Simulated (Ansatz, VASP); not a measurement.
## Hf: VASP beside Ansatz

```
CELL_PARAMETERS angstrom
3.20451 0.00000 0.00000
-1.60225 2.77518 0.00000
0.00000 0.00000 5.07382
ATOMIC_POSITIONS crystal
Hf 0.33333 0.66667 0.25000
Hf 0.66667 0.33333 0.75000
```

Alike in both runs: task single point; functional PBE; k mesh 11 × 11 × 6; occupations gaussian, width 0.01 eV; no spin polarisation.

```csv
,VASP,Ansatz
version,VASP 6.6.1,Ansatz 0.2.0
potentials or method,"VASP PAW PBE potentials, release 64 (Hf_pv), cutoff 520 eV","plane waves (420 eV) with PAW, scalar-relativistic"
valence electrons in the cell,20,52
```

Ansatz gave:

```
pressure (GPa)                                                : 0.2
traceless stress, the component that is largest in VASP (GPa) : 0.09
```

**Question.** Which values does VASP return?

**Answer.** Pressure (GPa): -0.2; traceless stress, the component that is largest in VASP (GPa): 0.02.

With one functional, cell and mesh, what is left measures potentials, basis and numerics. VASP's potentials hold 20 valence electrons a cell and Ansatz's 52, so a difference there can come from the potentials and not from the codes.

Spin-orbit coupling is off throughout.
